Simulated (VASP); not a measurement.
Wanted: the native input for a VASP 6.6.1 run.

* Task: single point
* Functional: PBE
* Potentials or basis: VASP PAW PBE potentials, release 64 (Ga_d, Ge_d)
* Cutoff: 520 eV
* k mesh: 6 × 6 × 6
* Occupations: fermi-dirac, width 0.15 eV
* Spin: no spin polarisation
* Dipole correction: no
* Further INCAR settings: ALGO = Normal; EDIFF = 1e-07; NBANDS = 36

The structure of GaGe3 lies in POSCAR:

```
GaGe3
1.0
    4.2784700000      0.0000000000      0.0000000000
    0.0000000000      4.2784700000      0.0000000000
    0.0000000000      0.0000000000      4.2784700000
Ga Ge
1 3
Direct
    0.0000000000      0.0000000000      0.0000000000
    0.0000000000      0.5000000000      0.5000000000
    0.5000000000      0.0000000000      0.5000000000
    0.5000000000      0.5000000000      0.0058432103
```

One way to write it, as run:

INCAR

```
SYSTEM = GaGe3
PREC = Accurate
ENCUT = 520
EDIFF = 1E-7
ISMEAR = -1
SIGMA = 0.15
LREAL = .FALSE.
LASPH = .TRUE.
NELM = 100
ALGO = Normal
ISIF = 2
LWAVE = .FALSE.
LCHARG = .FALSE.
GGA = PE
NBANDS = 36
```

KPOINTS

```
Automatic mesh
0
G
  6 6 6
  0 0 0
```

Potentials or basis: VASP PAW PBE potentials, release 64 (Ga_d, Ge_d).

Command:

```console
$ cat potpaw_PBE.64/Ga_d/POTCAR potpaw_PBE.64/Ge_d/POTCAR > POTCAR
$ mpirun -np 1 vasp_std > vasp.out
```

Results of the run:

| Quantity | Value |
| --- | --- |
| Pressure | -0.1 GPa |
| Largest force | 0.024 eV/Å |

Run time: 48 s on 1 thread of Intel(R) Xeon(R) Platinum 8488C (Sapphire Rapids), with other jobs on the host, peak memory 0.23 GiB.
